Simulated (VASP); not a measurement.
Pd, 1 atom in the cell. The structure is cubic, space group Fm-3m (No. 225). Conventional cell: a = 3.867 Å, b = 3.867 Å, c = 3.867 Å, α = 90.00°, β = 90.00°, γ = 90.00°. Pd (site symmetry m-3m) has 12 Pd at 2.73 Å within 3.6 Å. 

- Program: VASP 6.6.1
- Task: single point
- Functional: PBE
- Potentials or basis: VASP PAW PBE potentials, release 64 (Pd)
- Cutoff: 520 eV
- k mesh: 12 × 12 × 12
- Occupations: fermi-dirac, width 0.05 eV
- Spin: no spin polarisation
- Dipole correction: no
- Further INCAR settings: ALGO = Normal; EDIFF = 1e-06; NBANDS = 11

Potentials or basis: VASP PAW PBE potentials, release 64 (Pd).

Run with:

```sh
$ cat potpaw_PBE.64/Pd/POTCAR > POTCAR
$ mpirun -np 1 vasp_std > vasp.out
```

Hardware: 1 thread of AMD EPYC 7R43 64-Core Processor (Zen 3) (shared host).

Task: How long does it take, and how much memory?

Result: Wall time 11 s on 1 thread of AMD EPYC 7R43 64-Core Processor (Zen 3), with other jobs on the host, peak memory 0.1 GiB. Counts: scf iterations 11, k points 72.
